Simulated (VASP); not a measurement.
Set up this calculation in VASP 6.6.1, as the native input.

| Quantity | Value |
| --- | --- |
| Task | relaxation of cell and atoms |
| Functional | revPBE |
| Potentials or basis | VASP PAW PBE potentials, release 64 (C) |
| Cutoff | 600 eV |
| k mesh | 18 × 18 × 18 |
| Occupations | fermi-dirac, width 0.1 eV |
| Spin | no spin polarisation |
| Dipole correction | no |
| Further INCAR settings | ALGO = Normal; EDIFF = 1e-07; IBRION = 2; EDIFFG = -0.01; NSW = 80; ISIF = 3 |

The structure of C lies in POSCAR:

```
C
1.0
    0.0000000000      1.4900140304      1.4900140304
    1.4900140304      0.0000000000      1.4900140304
    1.4900140304      1.4900140304      0.0000000000
C
1
Direct
    0.0000000000      0.0000000000      0.0000000000
```

The input as run:

INCAR

```
SYSTEM = C
ALGO = Normal
EDIFF = 1E-7
EDIFFG = -0.01
ENCUT = 600
GGA = RE
IBRION = 2
ISIF = 3
ISMEAR = -1
LASPH = .True.
LCHARG = .False.
LREAL = .False.
LWAVE = .False.
NELM = 100
NSW = 80
PREC = Accurate
SIGMA = 0.1
```

KPOINTS

```
k-points
0
Gamma
  18 18 18
  0 0 0
```

Potentials or basis: VASP PAW PBE potentials, release 64 (C).

Run with:

```bash
$ cat potpaw_PBE.64/C/POTCAR > POTCAR
$ mpirun -np 1 vasp_std > vasp.out
```

Results of the run:

```
Relaxed volume                         : 7.44 Å³/atom
Relaxed cell                           : a = 2.191 Å, b = 2.191 Å, c = 2.191 Å, α = 60.00°, β = 60.00°, γ = 60.00°
Space group after relaxing (to 0.05 Å) : Fm-3m (No. 225)
Energy gained by relaxing              : 49.5 meV/atom
Ionic steps                            : 3
Pressure after relaxing                : 0.0 GPa
Band gap on the k mesh                 : zero (band 2 reaches 15.33 eV, above the bottom of band 3 at 4.34 eV)
```

Caveat: the PAW data sets were made with another functional, which shifts forces and pressure a little.

It took 12 s on 1 thread of Intel Xeon 6975P-C, with other jobs on the host, peak memory 0.12 GiB.
